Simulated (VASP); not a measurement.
Input of a VASP 6.6.1 run:

POSCAR

```
Ir
1.0
    2.7292665802      0.0000000000      0.0000000000
   -1.3646332901      2.3636141922      0.0000000000
    0.0000000000      0.0000000000      8.8434814990
Ir
4
Direct
    0.4690481553      0.3532237605      0.4076384136
    0.8642851780      0.3134429062      0.8423615864
    0.0843941322      0.5477091873      0.0965457862
    0.5822725345      0.7856241460      0.6534542138
```

The input INCAR.step1:

```
PREC = Accurate
ENCUT = 520
ISMEAR = 0
SIGMA = 0.15
LREAL = F
LASPH = T
NELM = 60
NBANDS = 26
GGA = PE
ALGO = Normal
EDIFF = 1E-4
LWAVE = T
LCHARG = F
```

File INCAR.step2:

```
PREC = Accurate
ENCUT = 520
EDIFF = 1E-6
ISMEAR = 0
SIGMA = 0.15
LREAL = F
LASPH = T
NELM = 60
ALGO = Normal
ISIF = 2
LWAVE = F
LCHARG = F
METAGGA = R2SCAN
LMIXTAU = T
NBANDS = 26
ISTART = 1
```

The input KPOINTS:

```
Automatic mesh
0
Gamma
  12 12 4
```

Potentials or basis: VASP PAW PBE potentials, release 64 (Ir).

Run with:

```bash
$ cat potpaw_PBE.64/Ir/POTCAR > POTCAR
$ cp INCAR.step1 INCAR
$ mpirun -np 1 vasp_std > vasp.out
$ cp INCAR.step2 INCAR
$ mpirun -np 1 vasp_std > vasp.out
```

(1) Predict the pressure.

(2) Predict the largest force.

(3) Predict the band gap on the k mesh.

## Answers

(1) 57.2 GPa.

(2) 13.001 eV/Å.

(3) zero (bands 18 and 19 overlap by 2.19 eV).

Caveat: the stress differs along the axes, from 17 to 105 GPa; the PAW data sets were made with another functional, which shifts forces and pressure a little; spin-orbit coupling is left out, which moves the levels of the heavy elements.
